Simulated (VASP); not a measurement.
A run of VASP 6.6.1:

File INCAR:

```
PREC = Accurate
ENCUT = 520
EDIFF = 1E-6
ISMEAR = -1
SIGMA = 0.01
LREAL = F
LASPH = T
NELM = 120
ALGO = Normal
ISIF = 2
LWAVE = F
LCHARG = F
GGA = PE
NBANDS = 106
NELECT = 176.0
GGA_COMPAT = F
```

The input KPOINTS:

```
Automatic mesh
0
Gamma
  1 1 1
  0.25 0.25 0.25
```

The input POSCAR:

```
Hf8HO16
1.0
    0.0000000000      5.0697034800      5.1017273300
    5.2943205200      0.0000000000      5.1017273300
    5.2943205200      5.0697034800      0.0000000000
Hf O H
8 16 1
Direct
    0.2403954654      0.0033345342      0.0283176862
    0.7460403402      0.4968163610      0.5429786380
    0.2775810559      0.4717034027      0.9915839013
    0.7768322455      0.9748248741      0.4898061339
    0.2285502472      0.0223684941      0.5082384062
    0.7128393301      0.5263723312     -0.0092281595
    0.2628548944      0.4880182417      0.4750636081
    0.7620542182      0.9898212588      0.9699616748
    0.0295542878      0.3351329798      0.0487721866
    0.5444084684      0.8233565156      0.5362959597
    0.4136856429      0.4613509303      0.6648776344
    0.9124358338      0.9617742879      0.1627337538
    0.1101009107      0.3842990909      0.3495790310
    0.6128271264      0.8801405505      0.8524181349
    0.3500669967      0.6467936097      0.1105757231
    0.8479010408      0.1445794805      0.6160429610
    0.1357057854      0.8575262461      0.4060257007
    0.6374810225      0.3509906605      0.9044803626
    0.4077194728      0.0816132254      0.1437035070
    0.9045376030      0.5864787740      0.6457917271
    0.2158064264      0.1608548249      0.7120145041
    0.7443983287      0.6213242098      0.2120599768
    0.0873123025      0.7836740738      0.8428557080
    0.5813230865      0.2821142780      0.3382658043
    0.8820337020      0.4779039331      0.1871840582
```

Potentials or basis: VASP PAW PBE potentials, release 64 (Hf_pv, O, H).

Run with:

```bash
$ cat potpaw_PBE.64/Hf_pv/POTCAR potpaw_PBE.64/O/POTCAR potpaw_PBE.64/H/POTCAR > POTCAR
$ mpirun -np 1 vasp_std > vasp.out
```

Hardware: 1 thread of Intel Xeon 8259CL, on a shared host.

Q: How long does it take, and how much memory?

A: Wall time 6.4 min on 1 thread of Intel Xeon 8259CL (shared host), peak memory 0.46 GiB. Counts: scf iterations 16, k points 4.
